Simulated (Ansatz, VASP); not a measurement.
**AlRu: VASP beside Ansatz**

Contents of INCAR:

```
SYSTEM = AlRu
PREC = Accurate
ENCUT = 520
EDIFF = 1E-6
ISMEAR = 0
SIGMA = 0.15
LREAL = .False.
LASPH = .True.
NELM = 100
ALGO = Fast
ISIF = 2
LWAVE = .False.
LCHARG = .False.
GGA = PS
NBANDS = 25
```

Contents of KPOINTS:

```
Automatic mesh
0
Gamma
  16 16 8
  0 0 0
```

File POSCAR:

```
AlRu
1.0
    2.9763250904      0.0000000000      0.0000000000
    0.0000000000      2.9763250904      0.0000000000
    0.0000000000      0.0000000000      5.9526501809
Al Ru
2 2
Direct
    0.0000000000      0.0000000000      0.0000000000
    0.0000000000      0.0000000000      0.5000000000
    0.4793033361      0.5000000000      0.2500000000
    0.5206966639      0.5000000000      0.7500000000
```

Input for Ansatz:

```yaml
crystal:
  lattice:
    - [2.9763250904, 0.0, 0.0]
    - [0.0, 2.9763250904, 0.0]
    - [0.0, 0.0, 5.9526501809]
  atoms:
    - { symbol: Al, position: [0.0, 0.0, 0.0] }
    - { symbol: Al, position: [0.0, 0.0, 0.5] }
    - { symbol: Ru, position: [0.4793033361, 0.5, 0.25] }
    - { symbol: Ru, position: [0.5206966639, 0.5, 0.75] }
basis:
  ecutwfc: 420
kpoints:
  mp_grid: { grid: [16, 16, 8] }
hamiltonian:
  xc: pbesol
  pseudopotentials: { kind: paw, azcp: { folder: soft_1 } }
scf:
  occupations: { method: gaussian, width: 0.15 }
output:
  forces: true
  stress: true
  eigenvalues: true
  write_density: true
  write_potential: true
  elf: true
  volumetric_format: npy
```

Change from the starting cell: mode 4 frozen in at -0.062 Å and mode 12 at +0.000 Å (largest displacements).

Alike in both runs: task single point; functional PBEsol; k mesh 16 × 16 × 8; occupations gaussian, width 0.15 eV; no spin polarisation.

```csv
,VASP,Ansatz
version,VASP 6.6.1,Ansatz 0.2.0
potentials or method,"VASP PAW PBE potentials, release 64 (Al, Ru_pv), cutoff 520 eV","scalar-relativistic, plane waves, PAW"
valence electrons in the cell,34,38
```

VASP gave:

| Property | Result |
| --- | --- |
| gap on the k mesh at the Fermi level (eV) | none |
| pressure (GPa) | 0.5 |
| traceless stress, the component that is largest in VASP (GPa) | -0.12 |
| rms of the force components (eV/Å) | 0.251 |

Question: Which values does Ansatz return?

Answer: gap on the k mesh at the Fermi level (eV): none; pressure (GPa): 0.3; traceless stress, the component that is largest in VASP (GPa): -0.12; rms of the force components (eV/Å): 0.249.

VASP's potentials were made for PBE, not for PBEsol, and Ansatz warns of the same on its side. Atom by atom the forces differ by 0.002 eV/Å (rms over components). A gap of «none» marks a metal or a gap that the smearing closes. The functional is the same, so the differences come from potentials, cutoffs and numerics. VASP's potentials hold 34 valence electrons a cell and Ansatz's 38, so a difference there can come from the potentials and not from the codes.
